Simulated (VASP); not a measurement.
# CsCl (Pm-3m) in VASP: single point with HSE06

Aim: the single point of CsCl with HSE06.

All numbers are computed with VASP 6.6.1; they aren't measurements. Logs are shortened: lines on timing, memory, paths and dates and some standing lists are left out, and cuts for length are marked.

## (1) The cell of the first run

It takes space group Pm-3m (No. 221, cubic). Conventional cell: a = 4.137 Å, b = 4.137 Å, c = 4.137 Å, α = 90.00°, β = 90.00°, γ = 90.00°. Cs (site symmetry m-3m) has 8 Cl at 3.58 Å and 6 Cs at 4.14 Å within 4.7 Å. Cl (site symmetry m-3m) has 8 Cs at 3.58 Å and 6 Cl at 4.14 Å within 4.7 Å.

## (2) Single point, HSE06, non-collinear spin, zero start, spin-orbit coupling

File POSCAR:

```
CsCl
1.0
    4.1368327747      0.0000000000      0.0000000000
    0.0000000000      4.1368327747      0.0000000000
    0.0000000000      0.0000000000      4.1368327747
Cs Cl
1 1
Direct
    0.0000000000      0.0000000000      0.0000000000
    0.5000000000      0.5000000000      0.5000000000
```

File INCAR.step1:

```
PREC = Accurate
ENCUT = 400
EDIFF = 1E-5
ISMEAR = 0
SIGMA = 0.01
LREAL = False
LASPH = True
NELM = 200
ALGO = Normal
ISIF = 2
LWAVE = True
LCHARG = False
MAGMOM = 0 0 0 0 0 0
LORBIT = 11
LSORBIT = True
GGA_COMPAT = False
LORBMOM = True
GGA = PE
NBANDS = 28
```

File INCAR.step2:

```
PREC = Accurate
ENCUT = 400
EDIFF = 1E-6
ISMEAR = 0
SIGMA = 0.01
LREAL = False
LASPH = True
NELM = 200
ALGO = Normal
ISIF = 2
LWAVE = False
LCHARG = False
MAGMOM = 0 0 0 0 0 0
LORBIT = 11
LSORBIT = True
GGA_COMPAT = False
LORBMOM = True
GGA = PE
LHFCALC = True
HFSCREEN = 0.2079
PRECFOCK = Normal
ISTART = 1
NBANDS = 28
```

File KPOINTS:

```
Automatic mesh
0
Gamma
  4 4 4
```

Potentials or basis: VASP PAW PBE potentials, release 64 (Cs_sv, Cl).

Run with:

```bash
cat potpaw_PBE.64/Cs_sv/POTCAR potpaw_PBE.64/Cl/POTCAR > POTCAR
cp INCAR.step1 INCAR
mpirun -np 1 vasp_ncl > vasp.out
cp INCAR.step2 INCAR
mpirun -np 1 vasp_ncl > vasp.out
```

OUTCAR:

```text
PREC = Accurate
   ENCUT = 400
   EDIFF = 1E-6
   ISMEAR = 0
   LREAL = False
   LASPH = True
   NELM = 200
   ISIF = 2
   LORBIT = 11
   LSORBIT = True
   GGA = PE
   LHFCALC = True
   HFSCREEN = 0.2079
   PRECFOCK = Normal
   ISTART = 1

 ion  position               nearest neighbor table
   1  0.000  0.000  0.000-
   2  0.500  0.500  0.500-

  LATTYP: Found a simple cubic cell.
 ALAT       =     4.1368327747

  Lattice vectors:

 A1 = (   4.1368327747,   0.0000000000,   0.0000000000)
 A2 = (   0.0000000000,   4.1368327747,   0.0000000000)
 A3 = (   0.0000000000,   0.0000000000,   4.1368327747)

Analysis of symmetry for initial positions (statically):
=====================================================================
 Subroutine PRICEL returns:
 Original cell was already a primitive cell.

 Routine SETGRP: Setting up the symmetry group for a
 simple cubic supercell.

 Subroutine GETGRP returns: Found 48 space group operations
 (whereof 48 operations were pure point group operations)
 out of a pool of 48 trial point group operations.

The static configuration has the point symmetry O_h .

Analysis of symmetry for dynamics (positions and initial velocities):
=====================================================================
 Subroutine PRICEL returns:
 Original cell was already a primitive cell.

 Routine SETGRP: Setting up the symmetry group for a
 simple cubic supercell.

 Subroutine GETGRP returns: Found 48 space group operations
 (whereof 48 operations were pure point group operations)
 out of a pool of 48 trial point group operations.

The dynamic configuration has the point symmetry O_h .

Analysis of structural, dynamic, and magnetic symmetry:
=====================================================================
 Subroutine PRICEL returns:
 Original cell was already a primitive cell.

 Routine SETGRP: Setting up the symmetry group for a
 simple cubic supercell.

 Subroutine GETGRP returns: Found 48 space group operations
 (whereof 48 operations were pure point group operations)
 out of a pool of 48 trial point group operations.

The overall configuration has the point symmetry O_h .

 Subroutine INISYM returns: Found 48 space group operations
 (whereof 48 operations are pure point group operations),
 and found     1 'primitive' translations

----------------------------------------------------------------------------------------

                                     Primitive cell

  volume of cell :      70.7952

  direct lattice vectors                    reciprocal lattice vectors
     4.136832775  0.000000000  0.000000000     0.241730825  0.000000000  0.000000000
     0.000000000  4.136832775  0.000000000     0.000000000  0.241730825  0.000000000
     0.000000000  0.000000000  4.136832775     0.000000000  0.000000000  0.241730825

  length of vectors
     4.136832775  4.136832775  4.136832775     0.241730825  0.241730825  0.241730825

  position of ions in fractional coordinates (direct lattice)
     0.000000000  0.000000000  0.000000000
     0.500000000  0.500000000  0.500000000

  ion indices of the primitive-cell ions
   primitive index   ion index
                 1           1
                 2           2

----------------------------------------------------------------------------------------

 KPOINTS: Automatic mesh

Automatic generation of k-mesh.
 Grid dimensions read from file:
 generate k-points for:    4    4    4

 Generating k-lattice:

  Cartesian coordinates                     Fractional coordinates (reciprocal lattice)
     0.060432706  0.000000000  0.000000000     0.250000000  0.000000000  0.000000000
     0.000000000  0.060432706  0.000000000     0.000000000  0.250000000  0.000000000
     0.000000000  0.000000000  0.060432706     0.000000000  0.000000000  0.250000000

[... 85 lines left out ...]
  NGX = 24; NGY = 24; NGZ = 24

 number of electron      16.0000002 magnetization       0.0000000      0.0000000      0.0000000

 number of electron      16.0000002 magnetization      -0.0000000     -0.0000000     -0.0000000

 Free energy of the ion-electron system (eV)
  ---------------------------------------------------
  ext. energy  EPLUGINS =         0.00000000
  ---------------------------------------------------
  free energy    TOTEN  =        -7.78366083 eV

  energy without entropy =       -7.78366083  energy(sigma->0) =       -7.78366083

 E-fermi :  -1.1931     XC(G=0):  -6.8569

 val. band max:       -1.2482049531   @ k =   0.0000   0.0000   0.0000
 cond. band min:       5.2027354910   @ k =   0.0000   0.0000   0.0000
 fundamental gap:      6.4509404441
 Fermi energy:        -1.1931355585

 k-point     1 :       0.0000    0.0000    0.0000
  band No.  band energies     occupation
      1     -21.9295      1.00000
      2     -21.9295      1.00000
      3     -14.6434      1.00000
      4     -14.6434      1.00000
      5      -8.5146      1.00000
      6      -8.5146      1.00000
[... 299 lines left out ...]
     27      10.7738      0.00000
     28      10.7738      0.00000

------------------------ aborting loop because EDIFF is reached ----------------------------------------

  FORCE on cell =-STRESS in cart. coord.  units (eV):
  Direction    XX          YY          ZZ          XY          YZ          ZX
  --------------------------------------------------------------------------------------
  -------------------------------------------------------------------------------------
  Total        0.1981674      0.1981674      0.1981674      0.0000000      0.0000000     -0.0000000
  in kB        4.4847572      4.4847572      4.4847572      0.0000000      0.0000000     -0.0000000
  external PRESSURE =       4.4847572 kB  Pullay stress =       0.0000000 kB

 VOLUME and BASIS-vectors are now :
 -----------------------------------------------------------------------------
  energy-cutoff  :      400.00
  volume of cell :       70.80
      direct lattice vectors                 reciprocal lattice vectors
     4.136832775  0.000000000  0.000000000     0.241730825  0.000000000  0.000000000
     0.000000000  4.136832775  0.000000000     0.000000000  0.241730825  0.000000000
     0.000000000  0.000000000  4.136832775     0.000000000  0.000000000  0.241730825

 POSITION                                       TOTAL-FORCE (eV/Angst)
 -----------------------------------------------------------------------------------
      0.00000      0.00000      0.00000         0.000000      0.000000      0.000000
      2.06842      2.06842      2.06842         0.000000      0.000000      0.000000
 -----------------------------------------------------------------------------------
    total drift:                               -0.000002     -0.000002     -0.000002

  FREE ENERGIE OF THE ION-ELECTRON SYSTEM (eV)
  ---------------------------------------------------
  free  energy   TOTEN  =        -7.7836608274 eV

  energy  without entropy=       -7.7836608274  energy(sigma->0) =       -7.78366083

 orbital moment (x)

 # of ion     p       d       tot
 ----------------------------------------
  1        -0.000   0.000  -0.000
  2        -0.000   0.000  -0.000
 ----------------------------------------
           -0.000   0.000  -0.000

 orbital moment (y)

 # of ion     p       d       tot
 ----------------------------------------
  1        -0.000   0.000  -0.000
  2        -0.000   0.000  -0.000
 ----------------------------------------
           -0.000   0.000  -0.000

 orbital moment (z)

 # of ion     p       d       tot
 ----------------------------------------
  1         0.000  -0.000   0.000
  2        -0.000   0.000  -0.000
 ----------------------------------------
           -0.000  -0.000  -0.000

 Spin-Orbit-Coupling matrix elements

 Ion:    1  E_soc:     -0.3143468
 l=   1
     0.0000000    -0.0523758    -0.0523758
    -0.0523758     0.0000000    -0.0523758
    -0.0523758    -0.0523758     0.0000000
 l=   2
     0.0000000    -0.0000056     0.0000000    -0.0000056    -0.0000097
    -0.0000056     0.0000000    -0.0000073    -0.0000056    -0.0000024
     0.0000000    -0.0000073     0.0000000    -0.0000073     0.0000000
    -0.0000056    -0.0000056    -0.0000073     0.0000000    -0.0000024
    -0.0000097    -0.0000024     0.0000000    -0.0000024     0.0000000
 l=   3
     0.0000000     0.0000000     0.0000000     0.0000000     0.0000000     0.0000000     0.0000000
     0.0000000     0.0000000     0.0000000     0.0000000     0.0000000     0.0000000     0.0000000
     0.0000000     0.0000000     0.0000000     0.0000000     0.0000000     0.0000000     0.0000000
     0.0000000     0.0000000     0.0000000     0.0000000     0.0000000     0.0000000     0.0000000
     0.0000000     0.0000000     0.0000000     0.0000000     0.0000000     0.0000000     0.0000000
     0.0000000     0.0000000     0.0000000     0.0000000     0.0000000     0.0000000     0.0000000
     0.0000000     0.0000000     0.0000000     0.0000000     0.0000000     0.0000000     0.0000000

 Ion:    2  E_soc:     -0.0030521
 l=   1
     0.0000000    -0.0005087    -0.0005087
    -0.0005087     0.0000000    -0.0005087
    -0.0005087    -0.0005087     0.0000000
 l=   2
     0.0000000     0.0000000     0.0000000     0.0000000     0.0000000
     0.0000000     0.0000000     0.0000000     0.0000000     0.0000000
     0.0000000     0.0000000     0.0000000     0.0000000     0.0000000
     0.0000000     0.0000000     0.0000000     0.0000000     0.0000000
     0.0000000     0.0000000     0.0000000     0.0000000     0.0000000
 l=   3
     0.0000000     0.0000000     0.0000000     0.0000000     0.0000000     0.0000000     0.0000000
     0.0000000     0.0000000     0.0000000     0.0000000     0.0000000     0.0000000     0.0000000
     0.0000000     0.0000000     0.0000000     0.0000000     0.0000000     0.0000000     0.0000000
     0.0000000     0.0000000     0.0000000     0.0000000     0.0000000     0.0000000     0.0000000
     0.0000000     0.0000000     0.0000000     0.0000000     0.0000000     0.0000000     0.0000000
     0.0000000     0.0000000     0.0000000     0.0000000     0.0000000     0.0000000     0.0000000
     0.0000000     0.0000000     0.0000000     0.0000000     0.0000000     0.0000000     0.0000000

 total charge

# of ion       s       p       d       tot
------------------------------------------
    1        2.152   4.744   0.025   6.921
    2        1.584   3.569   0.000   5.152
--------------------------------------------------
tot          3.735   8.313   0.025  12.073

 magnetization (x)

# of ion       s       p       d       tot
------------------------------------------
    1        0.000  -0.000   0.000   0.000
    2        0.000   0.000   0.000   0.000
--------------------------------------------------
tot          0.000  -0.000   0.000   0.000

 magnetization (y)

# of ion       s       p       d       tot
------------------------------------------
    1       -0.000  -0.000   0.000  -0.000
    2        0.000   0.000   0.000   0.000
--------------------------------------------------
tot         -0.000  -0.000   0.000  -0.000

 magnetization (z)

# of ion       s       p       d       tot
------------------------------------------
    1       -0.000  -0.000   0.000  -0.000
    2       -0.000   0.000   0.000  -0.000
--------------------------------------------------
tot         -0.000  -0.000   0.000  -0.000
```

It took 10 min on 1 thread of Intel Xeon 6975P-C (Granite Rapids), shared host; peak memory 0.37 GiB.

What came out:

- Free energy: -7.7837 eV
- Pressure: 0.4 GPa
- Net moment: 0.00 μB per cell
- Valence electrons inside the program's atomic spheres: Cs 6.92; Cl 5.15

Moments on the atoms (μB; x, y, z):
```
Cs  0.00 0.00 0.00
Cl  0.00 0.00 0.00
```

Caveat: the k points lie up to 0.38 Å⁻¹ apart; the PAW data sets were made with another functional, which shifts forces and pressure a little.
